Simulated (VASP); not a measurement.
LiF, 2 atoms in the cell. Symmetry: Fm-3m, No. 225, cubic system. The conventional cell has a = 4.008 Å, b = 4.008 Å, c = 4.008 Å, α = 90.00°, β = 90.00°, γ = 90.00°. Within 2.7 Å of Li (site symmetry m-3m) lie 6 F at 2.00 Å. F (site symmetry m-3m) has 6 Li at 2.00 Å within 2.7 Å. 

| Property | Result |
| --- | --- |
| Program | VASP 6.6.1 |
| Task | elastic constants |
| Functional | PBEsol |
| Potentials or basis | VASP PAW PBE potentials, release 64 (Li_sv, F) |
| Cutoff | 600 eV |
| k mesh | 10 × 10 × 10 |
| Occupations | gaussian, width 0.01 eV |
| Spin | no spin polarisation |
| Dipole correction | no |
| Ions in elastic constants | relaxed |
| Further INCAR settings | ALGO = Normal; EDIFF = 1e-08; NBANDS = 12; IBRION = 6; POTIM = 0.015; NSW = 1; ISIF = 3 |

Potentials or basis: VASP PAW PBE potentials, release 64 (Li_sv, F).

Command:

```sh
$ cat potpaw_PBE.64/Li_sv/POTCAR potpaw_PBE.64/F/POTCAR > POTCAR
$ mpirun -np 1 vasp_std > vasp.out
```

Hardware: 1 thread of Intel(R) Xeon(R) Platinum 8259CL CPU @ 2.50GHz (Skylake/Cascade Lake) (shared host).

Q: How long does it take, and how much memory?

A: Run time: 4.1 min on 1 thread of Intel(R) Xeon(R) Platinum 8259CL CPU @ 2.50GHz (Skylake/Cascade Lake), on a shared host, peak memory 0.23 GiB. Counts: scf iterations 159, k points 47.
